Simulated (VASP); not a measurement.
A run of VASP 6.6.1:

The input INCAR:

```
PREC = Accurate
ENCUT = 520
EDIFF = 1E-6
ISMEAR = 0
SIGMA = 0.15
LREAL = False
LASPH = True
NELM = 60
ALGO = Normal
ISIF = 2
LWAVE = False
LCHARG = True
GGA = PS
LELF = True
LVHAR = True
NBANDS = 27
```

KPOINTS

```
regular mesh
0
Gamma
  10 10 6
```

POSCAR

```
Si2Ni
1.0
    0.0000000000     -2.6957048553     -2.6957048553
    0.0000000000      2.6957048553     -2.6957048553
    5.3914097106      0.0000000000      0.0000000000
Si Ni
4 2
Direct
    0.0000000000      0.5000000000      0.7500000000
    0.5000000000      0.0000000000      0.2500000000
    0.0000000000      0.5000000000      0.2500000000
    0.5000000000      0.0000000000      0.7500000000
    0.5000000000      0.5000000000      0.5000000000
    0.0000000000      1.0000000000      0.0000000000
```

Potentials or basis: VASP PAW PBE potentials, release 64 (Si, Ni).

Launch:

```bash
$ cat potpaw_PBE.64/Si/POTCAR potpaw_PBE.64/Ni/POTCAR > POTCAR
$ mpirun -np 1 vasp_std > vasp.out
```

Hardware: 1 thread of Intel(R) Xeon(R) 6975P-C (Granite Rapids), on a shared host.

Q: Estimate the wall time of this run.

A: It took 60 s on 1 thread of Intel(R) Xeon(R) 6975P-C (Granite Rapids), on a shared host, peak memory 0.27 GiB. Counts: scf iterations 15, k points 84.
